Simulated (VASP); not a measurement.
Input of a VASP 6.6.1 run:

Contents of INCAR:

```
PREC = Accurate
ENCUT = 520
EDIFF = 1E-6
ISMEAR = 0
SIGMA = 0.05
LREAL = False
LASPH = True
NELM = 100
ALGO = Normal
ISIF = 2
LWAVE = False
LCHARG = False
GGA = PE
NBANDS = 11
```

KPOINTS

```
regular mesh
0
Gamma
  12 12 12
```

Contents of POSCAR:

```
C
1.0
    0.0000000000      1.8336628511      1.6869698230
    1.8336628511      0.0000000000      1.6869698230
    1.8336628511      1.8336628511      0.0000000000
C
2
Direct
    0.5000000000      0.5000000000      0.5000000000
    0.7500000000      0.7500000000      0.7500000000
```

Potentials or basis: VASP PAW PBE potentials, release 64 (C).

Launch:

```bash
$ cat potpaw_PBE.64/C/POTCAR > POTCAR
$ mpirun -np 1 vasp_std > vasp.out
```

Predict the band gap on the k mesh.

2.12 eV, indirect (least direct gap 4.21 eV).

Estimate the pressure.

2.5 GPa.

Stress tensor (GPa, compression positive):
```
-21.04   0.00   0.00
  0.00 -21.04   0.00
  0.00   0.00  49.72
```

 A k mesh can miss the band edges.
